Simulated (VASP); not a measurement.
# BeTe (F-43m) in VASP: single point with PBE0

Aim: the single point of BeTe with PBE0.

All numbers are computed with VASP 6.6.1; they aren't measurements. Logs are shortened: lines on timing, memory, paths and dates and some standing lists are left out, and cuts for length are marked.

## 1. The cell of the first run

Symmetry: F-43m, No. 216, cubic system. Conventional cell: a = 5.657 Å, b = 5.657 Å, c = 5.657 Å, α = 90.00°, β = 90.00°, γ = 90.00°. Within 3.2 Å of Be (site symmetry -43m) lie 4 Te at 2.45 Å. Within 3.2 Å of Te (site symmetry -43m) lie 4 Be at 2.45 Å.

## 2. Single point, PBE0

Contents of POSCAR:

```
BeTe
1.0
    0.0000000000      2.8284401600      2.8284401600
    2.8284401600      0.0000000000      2.8284401600
    2.8284401600      2.8284401600      0.0000000000
Be Te
1 1
Direct
    0.0000000000      0.0000000000      0.0000000000
    0.2500000000      0.2500000000      0.2500000000
```

Contents of INCAR.step1:

```
PREC = Accurate ; ENCUT = 520
EDIFF = 1E-5 ; ISMEAR = -1
SIGMA = 0.02 ; LREAL = F
LASPH = T ; NELM = 120
ALGO = Normal ; ISIF = 2
LWAVE = T ; NBANDS = 11
GGA = PE ; GGA_COMPAT = F
```

Contents of INCAR.step2:

```
PREC = Accurate ; ENCUT = 520
EDIFF = 1E-6 ; ISMEAR = -1
SIGMA = 0.02 ; LREAL = F
LASPH = T ; NELM = 120
ALGO = Normal ; ISIF = 2
LWAVE = F ; LCHARG = T
GGA = PE ; LHFCALC = T
AEXX = 0.25 ; PRECFOCK = Normal
LELF = T ; LVHAR = T
NBANDS = 11 ; ISTART = 1
GGA_COMPAT = F
```

Contents of KPOINTS:

```
regular mesh
0
Gamma
  8 8 8
```

Potentials or basis: VASP PAW PBE potentials, release 64 (Be, Te).

Started as:

```sh
$ cat potpaw_PBE.64/Be/POTCAR potpaw_PBE.64/Te/POTCAR > POTCAR
$ cp INCAR.step1 INCAR
$ mpirun -np 1 vasp_std > vasp.out
$ cp INCAR.step2 INCAR
$ mpirun -np 1 vasp_std > vasp.out
```

OUTCAR:

```text
PREC = Accurate
   ENCUT = 520
   EDIFF = 1E-6
   ISMEAR = -1
   LREAL = F
   LASPH = T
   NELM = 120
   ISIF = 2
   GGA = PE
   LHFCALC = T
   AEXX = 0.25
   PRECFOCK = Normal
   ISTART = 1

 ion  position               nearest neighbor table
   1  0.000  0.000  0.000-   2 2.45   2 2.45   2 2.45   2 2.45
   2  0.250  0.250  0.250-   1 2.45   1 2.45   1 2.45   1 2.45

  LATTYP: Found a face centered cubic cell.
 ALAT       =     5.6568803200

  Lattice vectors:

 A1 = (   0.0000000000,   2.8284401600,   2.8284401600)
 A2 = (   2.8284401600,   0.0000000000,   2.8284401600)
 A3 = (   2.8284401600,   2.8284401600,   0.0000000000)

Analysis of symmetry for initial positions (statically):
=====================================================================
 Subroutine PRICEL returns:
 Original cell was already a primitive cell.

 Routine SETGRP: Setting up the symmetry group for a
 face centered cubic supercell.

 Subroutine GETGRP returns: Found 24 space group operations
 (whereof 24 operations were pure point group operations)
 out of a pool of 48 trial point group operations.

The static configuration has the point symmetry T_d .

Analysis of symmetry for dynamics (positions and initial velocities):
=====================================================================
 Subroutine PRICEL returns:
 Original cell was already a primitive cell.

 Routine SETGRP: Setting up the symmetry group for a
 face centered cubic supercell.

 Subroutine GETGRP returns: Found 24 space group operations
 (whereof 24 operations were pure point group operations)
 out of a pool of 48 trial point group operations.

The dynamic configuration has the point symmetry T_d .

 Subroutine INISYM returns: Found 24 space group operations
 (whereof 24 operations are pure point group operations),
 and found     1 'primitive' translations

----------------------------------------------------------------------------------------

                                     Primitive cell

  volume of cell :      45.2555

  direct lattice vectors                    reciprocal lattice vectors
     0.000000000  2.828440160  2.828440160    -0.176775881  0.176775881  0.176775881
     2.828440160  0.000000000  2.828440160     0.176775881 -0.176775881  0.176775881
     2.828440160  2.828440160  0.000000000     0.176775881  0.176775881 -0.176775881

  length of vectors
     4.000018435  4.000018435  4.000018435     0.306184807  0.306184807  0.306184807

  position of ions in fractional coordinates (direct lattice)
[... 91 lines left out ...]
   NUPDOWN=      -1.0000    fix difference up-down
   EMIN   =  10.00;   EMAX   =-10.00  energy-range for DOS
   EFERMI =   0.00;   METHOD = LEGACY
   ISMEAR =    -1;   SIGMA  =   0.02  broadening in eV -4-tet -1-fermi 0-gaus
   EFERMI_NEDOS =   21; number of points for ismear=-14 and -15
   IALGO  =     38    algorithm
   IMIX   =      1    mixing-type and parameters
     AMIX     =   0.40;   BMIX     =  1.00
     AMIX_MAG =   1.60;   BMIX_MAG =  1.00
  volume/ion in A,a.u.               =      22.63       152.70
  Fermi-wavevector in a.u.,A,eV,Ry     =   0.918786  1.736254 11.485606  0.844168
  Thomas-Fermi vector in A             =   2.043907
   LORBIT       =      0    0 simple, 1 ext, 2 COOP (PROOUT), +10 PAW based schemes
   GGA     = PE    functional components
   LHFCALC =     T    Hartree Fock is set to
   PRECFOCK=normal    Normal, Fast or Accurate (Low or Medium for compatibility)
   ENCUT4O =  -1.0   cutoff for four orbital integrals eV
   NKREDX  =     1    reduce k-point grid by
   NKREDY  =     1    reduce k-point grid by
   NKREDZ  =     1    reduce k-point grid by
   AEXX    =    0.2500 exact exchange contribution
   HFSCREEN=    0.0000 screening length (either q_TF or 0.3 A-1)
   HFSCREENC=   0.0000 screening length for correlation (either q_TF or 0.3 A-1)
   ENCUTFOCK=  -1.0 apply spherical cutoff to Coloumb kernel
   IVDW    =     0    specifies the selected vdW correction
   LEPSILON=     F    determine dielectric tensor
   LRPA    =     F    only Hartree local field effects (RPA)
 non-spin polarized calculation
  energy-cutoff  :      520.00
  volume of cell :       45.26
 maximum number of plane-waves:      1243
 NGX is ok and might be reduce to    30
  NGX = 24; NGY = 24; NGZ = 24

 number of electron       8.0000000 magnetization

 Free energy of the ion-electron system (eV)
  ---------------------------------------------------
  ext. energy  EPLUGINS =         0.00000000
  ---------------------------------------------------
  free energy    TOTEN  =        -9.33712359 eV

  energy without entropy =       -9.33712359  energy(sigma->0) =       -9.33712359

 E-fermi :   4.5974     XC(G=0):  -7.1413

 val. band max:        4.1389717109   @ k =   0.0000   0.0000   0.0000
 cond. band min:       7.4646246407   @ k =   0.5000   0.5000   0.0000
 fundamental gap:      3.3256529298
 Fermi energy:         4.5974222023

 k-point     1 :       0.0000    0.0000    0.0000
  band No.  band energies     occupation
      1      -9.3130      2.00000
      2       4.1390      2.00000
      3       4.1390      2.00000
      4       4.1390      2.00000
      5       9.2867      0.00000
      6       9.2976      0.00000
      7       9.2976      0.00000
      8       9.2976      0.00000
      9      14.1713      0.00000
     10      16.1133      0.00000
     11      16.1133      0.00000
[... 309 lines left out ...]
 k-point    24 :      -0.3750    0.2500    0.1250
  band No.  band energies     occupation
      1      -7.5593      2.00000
      2      -1.5142      2.00000
      3       0.9835      2.00000
      4       2.0880      2.00000
      5       9.8501      0.00000
      6      10.0425      0.00000
      7      12.5630      0.00000
      8      13.7087      0.00000
      9      14.2997      0.00000
     10      17.5590      0.00000
     11      17.8598      0.00000

 [... further k-points ...]
[... 5 lines left out ...]
  --------------------------------------------------------------------------------------
  -------------------------------------------------------------------------------------
  Total       -0.2862296     -0.2862296     -0.2862296      0.0000000      0.0000000      0.0000000
  in kB      -10.1333775    -10.1333775    -10.1333775      0.0000000      0.0000000      0.0000000
  external PRESSURE =     -10.1333775 kB  Pullay stress =       0.0000000 kB

 VOLUME and BASIS-vectors are now :
 -----------------------------------------------------------------------------
  energy-cutoff  :      520.00
  volume of cell :       45.26
      direct lattice vectors                 reciprocal lattice vectors
     0.000000000  2.828440160  2.828440160    -0.176775881  0.176775881  0.176775881
     2.828440160  0.000000000  2.828440160     0.176775881 -0.176775881  0.176775881
     2.828440160  2.828440160  0.000000000     0.176775881  0.176775881 -0.176775881

 POSITION                                       TOTAL-FORCE (eV/Angst)
 -----------------------------------------------------------------------------------
      0.00000      0.00000      0.00000         0.000000      0.000000      0.000000
      1.41422      1.41422      1.41422        -0.000000     -0.000000     -0.000000
 -----------------------------------------------------------------------------------
    total drift:                                0.000000     -0.000000     -0.000000

  FREE ENERGIE OF THE ION-ELECTRON SYSTEM (eV)
  ---------------------------------------------------
  free  energy   TOTEN  =        -9.3371235916 eV

  energy  without entropy=       -9.3371235916  energy(sigma->0) =       -9.33712359
```

OSZICAR.step1:

```text
N       E                     dE             d eps       ncg     rms          rms(c)
DAV:   1     0.197541060569E+02    0.19754E+02   -0.31942E+03   638   0.577E+02
DAV:   2    -0.650968399290E+01   -0.26264E+02   -0.24471E+02   847   0.912E+01
DAV:   3    -0.773330315130E+01   -0.12236E+01   -0.12202E+01   818   0.207E+01
DAV:   4    -0.774721313620E+01   -0.13910E-01   -0.13908E-01   764   0.251E+00
DAV:   5    -0.774750310453E+01   -0.28997E-03   -0.28997E-03   818   0.363E-01    0.405E+00
DAV:   6    -0.765204621971E+01    0.95457E-01   -0.11151E-01   731   0.134E+00    0.243E+00
DAV:   7    -0.762319816765E+01    0.28848E-01   -0.96599E-02   746   0.136E+00    0.458E-01
DAV:   8    -0.762389399168E+01   -0.69582E-03   -0.59939E-03   725   0.444E-01    0.751E-02
DAV:   9    -0.762413983691E+01   -0.24585E-03   -0.31610E-04   766   0.105E-01    0.299E-02
DAV:  10    -0.762420459591E+01   -0.64759E-04   -0.80110E-05   729   0.462E-02    0.152E-02
DAV:  11    -0.762420670048E+01   -0.21046E-05   -0.21881E-06   562   0.911E-03
   1 F= -.76242067E+01 E0= -.76242067E+01  d E =-.169382E-10
```

Run time: 31 min. Hardware: 1 thread of Intel Xeon Platinum 8488C (Sapphire Rapids), shared host; peak memory 0.23 GiB.

Results:

| Item | Value |
| --- | --- |
| Free energy | -9.3371 eV |
| Pressure | -1.0 GPa |
| Band gap on the k mesh | 3.33 eV (least direct gap 5.15 eV) |

Caveat: the PAW data sets were made with another functional, which shifts forces and pressure a little; spin-orbit coupling is left out, which moves the levels of the heavy elements.
